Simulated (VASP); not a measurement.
# H (a cell with a defect) in VASP: relaxation of the atoms with PBEsol

Aim: the relaxation of the atoms of H (a cell with a defect) with PBEsol.

Everything below comes from runs of VASP 6.6.1. Logs are shortened: lines on timing, memory, paths and dates and some standing lists are left out, and cuts for length are marked.

### Step 1. The cell of the first run

The cell holds a defect, 23 atoms: a = 6.649 Å, b = 6.649 Å, c = 10.084 Å, α = 90.00°, β = 90.00°, γ = 120.00°.

### Step 2. Relaxation of the atoms, PBEsol (atoms taken out)

INCAR

```
SYSTEM = H
  PREC = Accurate
  ENCUT = 520
  EDIFF = 1E-7
  ISMEAR = 0
  SIGMA = 0.05
  LREAL = Auto
  LASPH = .True.
  NELM = 80
  ALGO = Normal
  ISIF = 2
  LWAVE = .False.
  LCHARG = .False.
  GGA = PS
  IBRION = 2
  NSW = 80
  EDIFFG = -0.02
```

KPOINTS

```
regular mesh
0
Gamma
  3 3 2
  0 0 0
```

POSCAR

```
H
1.0
    5.7584689341      3.3246535892      0.0000000000
    0.0000000000     -6.6493071784      0.0000000000
    0.0000000000      0.0000000000    -10.0839384176
H
23
Direct
    0.3333333333      0.3333333333      0.9126389239
    1.0000000000      0.6666666667      0.4126389239
    1.0000000000      0.6666666667      0.9126389239
    0.6666666667      0.0000000000      0.4126389239
    0.6666666667      0.0000000000      0.9126389239
    0.6666666667      0.6666666667      0.1626389239
    0.6666666667      0.6666666667      0.6626389239
    0.3333333333      1.0000000000      0.1626389239
    0.3333333333      1.0000000000      0.6626389239
    1.0000000000      0.3333333333      0.1626389239
    1.0000000000      0.3333333333      0.6626389239
    0.6666666667      0.6666666667      0.0873610761
    0.6666666667      0.6666666667      0.5873610761
    0.3333333333      1.0000000000      0.0873610761
    0.3333333333      1.0000000000      0.5873610761
    1.0000000000      0.3333333333      0.0873610761
    1.0000000000      0.3333333333      0.5873610761
    0.3333333333      0.3333333333      0.3750000000
    0.3333333333      0.3333333333      0.8373610761
    1.0000000000      0.6666666667      0.3373610761
    1.0000000000      0.6666666667      0.8373610761
    0.6666666667      0.0000000000      0.3373610761
    0.6666666667      0.0000000000      0.8373610761
```

Potentials or basis: VASP PAW PBE potentials, release 64 (H).

Launch:

```bash
$ cat potpaw_PBE.64/H/POTCAR > POTCAR
$ mpirun -np 1 vasp_std > vasp.out
```

OUTCAR:

```text
SYSTEM = H
   PREC = Accurate
   ENCUT = 520
   EDIFF = 1E-7
   ISMEAR = 0
   LREAL = Auto
   LASPH = .True.
   NELM = 80
   ISIF = 2
   GGA = PS
   IBRION = 2
   NSW = 80
   EDIFFG = -0.02

 ion  position               nearest neighbor table
   1  0.333  0.333  0.913-  19 0.76
   2  0.000  0.667  0.413-  20 0.76
   3  0.000  0.667  0.913-  21 0.76
   4  0.667  0.000  0.413-  22 0.76
   5  0.667  0.000  0.913-  23 0.76
   6  0.667  0.667  0.163-  12 0.76
[... 9 lines left out ...]
  16  0.000  0.333  0.087-  10 0.76
  17  0.000  0.333  0.587-  11 0.76
  18  0.333  0.333  0.375-
  19  0.333  0.333  0.837-   1 0.76
  20  0.000  0.667  0.337-   2 0.76
  21  0.000  0.667  0.837-   3 0.76
  22  0.667  0.000  0.337-   4 0.76
  23  0.667  0.000  0.837-   5 0.76

  LATTYP: Found a hexagonal cell.
 ALAT       =     6.6493071784
 C/A-ratio  =     1.5165397156

  Lattice vectors:

 A1 = (   5.7584689341,   3.3246535892,   0.0000000000)
 A2 = (   0.0000000000,  -6.6493071784,   0.0000000000)
 A3 = (   0.0000000000,   0.0000000000, -10.0839384176)

Analysis of symmetry for initial positions (statically):
=====================================================================
 Subroutine PRICEL returns:
 Original cell was already a primitive cell.

 Routine SETGRP: Setting up the symmetry group for a
 hexagonal supercell.

 Subroutine GETGRP returns: Found 12 space group operations
 (whereof  2 operations were pure point group operations)
 out of a pool of 24 trial point group operations.

The static configuration has the point symmetry C_1h.
 The point group associated with its full space group is D_3h.

Analysis of symmetry for dynamics (positions and initial velocities):
=====================================================================
 Subroutine PRICEL returns:
 Original cell was already a primitive cell.

 Routine SETGRP: Setting up the symmetry group for a
 hexagonal supercell.

 Subroutine GETGRP returns: Found 12 space group operations
 (whereof  2 operations were pure point group operations)
 out of a pool of 24 trial point group operations.

The dynamic configuration has the point symmetry C_1h.
 The point group associated with its full space group is D_3h.

 Subroutine INISYM returns: Found 12 space group operations
 (whereof  2 operations are pure point group operations),
 and found     1 'primitive' translations

----------------------------------------------------------------------------------------

                                     Primitive cell

  volume of cell :     386.1123

  direct lattice vectors                    reciprocal lattice vectors
     5.758468934  3.324653589  0.000000000     0.173657271  0.000000000  0.000000000
     0.000000000 -6.649307178  0.000000000     0.086828635 -0.150391608  0.000000000
     0.000000000  0.000000000-10.083938418     0.000000000  0.000000000 -0.099167603

  length of vectors
     6.649307178  6.649307178 10.083938418     0.173657271  0.173657271  0.099167603

  position of ions in fractional coordinates (direct lattice)
     0.333333333  0.333333333  0.912638924
     0.000000000  0.666666667  0.412638924
     0.000000000  0.666666667  0.912638924
     0.666666667  1.000000000  0.412638924
     0.666666667  1.000000000  0.912638924
     0.666666667  0.666666667  0.162638924
[... 15 lines left out ...]
     0.666666667  1.000000000  0.337361076
     0.666666667  1.000000000  0.837361076

  ion indices of the primitive-cell ions
   primitive index   ion index
                 1           1
                 2           2
                 3           3
                 4           4
                 5           5
                 6           6
[... 15 lines left out ...]
                22          22
                23          23

----------------------------------------------------------------------------------------

 KPOINTS: regular mesh

Automatic generation of k-mesh.
 Grid dimensions read from file:
 generate k-points for:    3    3    2

 Generating k-lattice:

  Cartesian coordinates                     Fractional coordinates (reciprocal lattice)
     0.057885757  0.000000000  0.000000000     0.333333333  0.000000000  0.000000000
     0.028942878 -0.050130536  0.000000000     0.000000000  0.333333333  0.000000000
     0.000000000  0.000000000 -0.049583801     0.000000000  0.000000000  0.500000000

  Length of vectors
     0.057885757  0.057885757  0.049583801

  Shift w.r.t. Gamma in fractional coordinates (k-lattice)
     0.000000000  0.000000000  0.000000000

 Subroutine IBZKPT returns following result:
 ===========================================

 Found      6 irreducible k-points:

 Following reciprocal coordinates:
            Coordinates               Weight
  0.000000  0.000000  0.000000      1.000000
  0.333333  0.000000  0.000000      6.000000
  0.333333  0.333333  0.000000      2.000000
  0.000000  0.000000  0.500000      1.000000
  0.333333  0.000000  0.500000      6.000000
  0.333333  0.333333  0.500000      2.000000
   k-points           NKPTS =      6   k-points in BZ     NKDIM =      6   number of bands    NBANDS=     23
   number of dos      NEDOS =    301   number of ions     NIONS =     23
   total plane-waves  NPLWV = 200000
   dimension x,y,z NGX =    50 NGY =   50 NGZ =   80
   dimension x,y,z NGXF=   100 NGYF=  100 NGZF=  160
   ions per type =              23
   NGX,Y,Z   is equivalent  to a cutoff of  12.50, 12.50, 13.19 a.u.
   NGXF,Y,Z  is equivalent  to a cutoff of  25.00, 25.00, 26.38 a.u.
 SYSTEM =  H
   PREC   = accura    normal or accurate (medium, high low for compatibility)
   ISTART =      0    job   : 0-new  1-cont  2-samecut
   ICHARG =      2    charge: 1-file 2-atom 10-const
   ISPIN  =      1    spin polarized calculation?
   LNONCOLLINEAR =      F non collinear calculations
   LSORBIT =      F    spin-orbit coupling
   LASPH  =      T    aspherical Exc in radial PAW
   ENCUT  =  520.0 eV  38.22 Ry    6.18 a.u.  12.36 12.36 18.75*2*pi/ulx,y,z
   NELM   =     80;   NELMIN=  2; NELMDL= -5     # of ELM steps
   EDIFF  = 0.1E-06   stopping-criterion for ELM
   LREAL  =      T    real-space projection
   EDIFFG = -.2E-01   stopping-criterion for IOM
   NSW    =     80    number of steps for IOM
   IBRION =      2    ionic relax: 0-MD 1-quasi-New 2-CG
   NFREE  =      1    steps in history (QN), initial steepest desc. (CG)
   ISIF   =      2    stress and relaxation
   ISYM   =      2    0-nonsym 1-usesym 2-fastsym
   POTIM  = 0.5000    time-step for ionic-motion
   TEBEG  =    0.0;   TEEND  =   0.0 temperature during run
   PSTRESS=    0.0 pullay stress
   NELECT =      23.0000    total number of electrons
   NUPDOWN=      -1.0000    fix difference up-down
   EMIN   =  10.00;   EMAX   =-10.00  energy-range for DOS
   EFERMI =   0.00;   METHOD = LEGACY
   ISMEAR =     0;   SIGMA  =   0.05  broadening in eV -4-tet -1-fermi 0-gaus
   EFERMI_NEDOS =   21; number of points for ismear=-14 and -15
   IALGO  =     38    algorithm
   IMIX   =      4    mixing-type and parameters
     AMIX     =   0.40;   BMIX     =  1.00
     AMIX_MAG =   1.60;   BMIX_MAG =  1.00
  volume/ion in A,a.u.               =      16.79       113.29
  Fermi-wavevector in a.u.,A,eV,Ry     =   0.639361  1.208217  5.561826  0.408783
  Thomas-Fermi vector in A             =   1.705010
   LORBIT       =      0    0 simple, 1 ext, 2 COOP (PROOUT), +10 PAW based schemes
   GGA     = PS    functional components
   LHFCALC =     F    Hartree Fock is set to
   AEXX    =    0.0000 exact exchange contribution
   IVDW    =     0    specifies the selected vdW correction
   LEPSILON=     F    determine dielectric tensor
   LRPA    =     F    only Hartree local field effects (RPA)
 conjugate gradient relaxation of ions
 non-spin polarized calculation
 Gauss-broadening in eV      SIGMA  =   0.05
  energy-cutoff  :      520.00
  volume of cell :      386.11
 maximum number of plane-waves:     10453
 NGX is ok and might be reduce to    50
   NGX = 25   NGY = 25   NGZ = 37

--------------------------------------- Ionic step        1  -------------------------------------------

 number of electron      23.0000010 magnetization

 Free energy of the ion-electron system (eV)
  ---------------------------------------------------
  ext. energy  EPLUGINS =         0.00000000
  ---------------------------------------------------
  free energy    TOTEN  =       -71.74815974 eV

  energy without entropy =      -71.72069552  energy(sigma->0) =      -71.73442763

------------------------ aborting loop because EDIFF is reached ----------------------------------------

  FORCE on cell =-STRESS in cart. coord.  units (eV):
  Direction    XX          YY          ZZ          XY          YZ          ZX
  --------------------------------------------------------------------------------------
  -------------------------------------------------------------------------------------
  Total       -0.3821929     -0.3821929     -0.3891797     -0.0000000     -0.0000000     -0.0000000
  in kB       -1.5859139     -1.5859139     -1.6149056     -0.0000000     -0.0000000     -0.0000000
  external PRESSURE =      -1.5955778 kB  Pullay stress =       0.0000000 kB

 VOLUME and BASIS-vectors are now :
 -----------------------------------------------------------------------------
  energy-cutoff  :      520.00
  volume of cell :      386.11
      direct lattice vectors                 reciprocal lattice vectors
     5.758468934  3.324653589  0.000000000     0.173657271  0.000000000  0.000000000
     0.000000000 -6.649307178  0.000000000     0.086828635 -0.150391608  0.000000000
     0.000000000  0.000000000-10.083938418     0.000000000  0.000000000 -0.099167603
[... 81 lines left out ...]
      3.83898      2.21644     -3.40126         0.000000      0.000000     -0.030165
      3.83898      2.21644     -8.44364         0.000000      0.000000     -0.011644
 -----------------------------------------------------------------------------------
    total drift:                               -0.000004      0.000002      0.000000

  FREE ENERGIE OF THE ION-ELECTRON SYSTEM (eV)
  ---------------------------------------------------
  free  energy   TOTEN  =       -71.7480601718 eV

  energy  without entropy=      -71.7205966172  energy(sigma->0) =      -71.73432839

--------------------------------------- Ionic step        3  -------------------------------------------

 number of electron      23.0000010 magnetization

 Free energy of the ion-electron system (eV)
  ---------------------------------------------------
  ext. energy  EPLUGINS =         0.00000000
  ---------------------------------------------------
  free energy    TOTEN  =       -71.74821033 eV

  energy without entropy =      -71.72074637  energy(sigma->0) =      -71.73447835

 E-fermi :  -5.3525     XC(G=0):  -4.4824

 val. band max:       -5.3528079037   @ k =   0.3333   0.0000   0.5000
 cond. band min:      -5.3518166931   @ k =   0.3333   0.0000   0.0000
 fundamental gap:      0.0009912106
 Fermi energy:        -5.3524683205

 k-point     1 :       0.0000    0.0000    0.0000
  band No.  band energies     occupation
      1     -10.0727      2.00000
      2      -9.4588      2.00000
      3      -9.4183      2.00000
      4      -9.1124      2.00000
      5      -9.0815      2.00000
      6      -9.0815      2.00000
[... 15 lines left out ...]
     22       3.1711      0.00000
     23       3.1714      0.00000
[... 173 lines left out ...]
      3.83898      2.21644     -3.40168        -0.000000      0.000000     -0.002269
      3.83898      2.21644     -8.44380        -0.000000      0.000000     -0.000913
 -----------------------------------------------------------------------------------
    total drift:                               -0.000004      0.000002      0.000000

  FREE ENERGIE OF THE ION-ELECTRON SYSTEM (eV)
  ---------------------------------------------------
  free  energy   TOTEN  =       -71.7482103272 eV

  energy  without entropy=      -71.7207463686  energy(sigma->0) =      -71.73447835

 reached required accuracy - stopping structural energy minimisation
```

Wall time 2.1 min (1 thread of AMD EPYC 7R13 (Zen 3), shared host); peak memory 0.45 GiB.

What came out:

| Quantity | Value |
| --- | --- |
| Free energy | -71.7482 eV |
| Energy gained by relaxing | 0.0 meV/atom |
| Ionic steps | 3 |
| Pressure after relaxing | -0.2 GPa |
| Largest force after relaxing | 0.010 eV/Å |
| Band gap on the k mesh | zero (an odd number of electrons rules out a gap without spin polarisation) |

Forces on the atoms (eV/Å):
```
H    0.000  0.000  0.001
H    0.000  0.000  0.002
H    0.000  0.000  0.001
H    0.000  0.000  0.002
H    0.000  0.000  0.001
H   -0.009  0.005  0.000
H    0.002 -0.001  0.006
H    0.000 -0.010  0.000
H    0.000  0.002  0.006
H    0.009  0.005  0.000
H   -0.002 -0.001  0.006
H    0.002 -0.001 -0.006
H   -0.009  0.005  0.000
H    0.000  0.002 -0.006
H    0.000 -0.010  0.000
H   -0.002 -0.001 -0.006
H    0.009  0.005  0.000
H    0.000  0.000  0.000
H    0.000  0.000 -0.001
H    0.000  0.000 -0.002
H    0.000  0.000 -0.001
H    0.000  0.000 -0.002
H    0.000  0.000 -0.001
```

Final structure:
```cif
data_structure
_symmetry_space_group_name_H-M 'P 1'
_symmetry_Int_Tables_number 1
_cell_length_a 6.6493
_cell_length_b 6.6493
_cell_length_c 10.0839
_cell_angle_alpha 90.000
_cell_angle_beta 90.000
_cell_angle_gamma 120.000
_cell_volume 386.11
loop_
_atom_site_label
_atom_site_type_symbol
_atom_site_fract_x
_atom_site_fract_y
_atom_site_fract_z
_atom_site_occupancy
H1 H 0.33333 0.33333 0.91265 1
H2 H 0.00000 0.66667 0.41266 1
H3 H 0.00000 0.66667 0.91265 1
H4 H 0.66667 0.00000 0.41266 1
H5 H 0.66667 0.00000 0.91265 1
H6 H 0.66664 0.66664 0.16268 1
H7 H 0.66667 0.66667 0.66267 1
H8 H 0.33333 0.00003 0.16268 1
H9 H 0.33333 0.99999 0.66267 1
H10 H 0.00003 0.33333 0.16268 1
H11 H 0.99999 0.33333 0.66267 1
H12 H 0.66667 0.66667 0.08733 1
H13 H 0.66664 0.66664 0.58732 1
H14 H 0.33333 0.99999 0.08733 1
H15 H 0.33333 0.00003 0.58732 1
H16 H 0.99999 0.33333 0.08733 1
H17 H 0.00003 0.33333 0.58732 1
H18 H 0.33333 0.33333 0.37500 1
H19 H 0.33333 0.33333 0.83735 1
H20 H 0.00000 0.66667 0.33734 1
H21 H 0.00000 0.66667 0.83735 1
H22 H 0.66667 0.00000 0.33734 1
H23 H 0.66667 0.00000 0.83735 1
```

Caveat: the k points lie up to 0.36 Å⁻¹ apart, too coarse for converged energies and pressures of a metal; the cell differs from its parent crystal (atoms taken out); the PAW data sets were made with another functional, which shifts forces and pressure a little.
